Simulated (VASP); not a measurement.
Here is a VASP 6.6.1 calculation.

File INCAR:

```
  ALGO = Normal
  EDIFF = 1E-6
  ENCUT = 520
  GGA = PE
  ISIF = 2
  ISMEAR = -1
  IVDW = 12
  LASPH = True
  LCHARG = False
  LREAL = Auto
  LWAVE = False
  NBANDS = 63
  NELM = 60
  PREC = Accurate
  SIGMA = 0.02
```

KPOINTS

```
k-points
0
Gamma
  1 1 1
```

The input POSCAR:

```
H10C6O
1.0
    7.2380700000      0.0000000000      0.0000000000
    0.0000000000      7.2380700000      0.0000000000
    0.0000000000      0.0000000000      7.2380700000
C O H
12 2 20
Direct
    0.0289994432      0.5637828869      0.1564781772
    0.1751986372      0.4765358721      0.2764825430
    0.5470795392      0.1067273458      0.3921487358
    0.7046353517      0.0683469488      0.2543910186
    0.8236311613      0.8686431604      0.8438713635
    0.6606871721      0.9012485372      0.8448937355
    0.2504811365      0.0670344443      1.0059449549
    0.1843032742      0.1596420040      0.8871978304
    0.7182439518      0.4030218000      0.7491914281
    0.7404321870      0.4403798250      0.5858191479
    0.2750180642      0.7136570937      0.6732734002
    0.2918595703      0.6226521711      0.8068863661
    0.3556472927      0.4697937434      0.1563676505
    0.7223887031      0.2055934800      0.1258760968
    0.4355028343      0.3565867697      0.1725045489
    0.1952039701      0.5807487355      0.3818559367
    0.1344419161      0.3335005050      0.3351998530
   -0.0883799134      0.4881826233      0.2285830339
    0.0075710790      0.7212281727      0.1485478864
    0.0138434693      0.4955188331      0.0267889092
    0.8160186348      0.1655966300      0.0403422459
    0.8373917356      0.0604581055      0.3219919122
    0.6613503323     -0.0668686542      0.1810979999
    0.5338025192     -0.0336139330      0.4578292280
    0.5592236605      0.2453830925      0.4658009663
    0.4165336892      0.1359892900      0.3196708515
    0.5246840663      0.9264762568      0.7910810478
    0.9521460831      0.7957093535      0.8375022623
    0.1502057869      0.2201691887      0.7543861831
    0.2791766313     -0.0294277342      1.1172315272
    0.7133945928      0.4577187013      0.4347844108
    0.7110735320      0.3431439596      0.8798892522
    0.3326853705      0.5460709830      0.9254815165
    0.2282929013      0.8385798977      0.6147771436
```

Potentials or basis: VASP PAW PBE potentials, release 64 (C, O, H).

The run is started by

```sh
$ cat potpaw_PBE.64/C/POTCAR potpaw_PBE.64/O/POTCAR potpaw_PBE.64/H/POTCAR > POTCAR
$ mpirun -np 1 vasp_gam > vasp.out
```

What does it give for the band gap on the k mesh?

4.70 eV.

Predict the pressure.

1.2 GPa.

Predict the dispersion energy per atom.

-0.050 eV.

Predict the largest force.

3.696 eV/Å.

Stress tensor (GPa, compression positive):
```
 0.43 -0.19  2.39
-0.19 -1.02 -1.97
 2.39 -1.97  4.13
```

Caveat: the k points lie up to 0.87 Å⁻¹ apart.
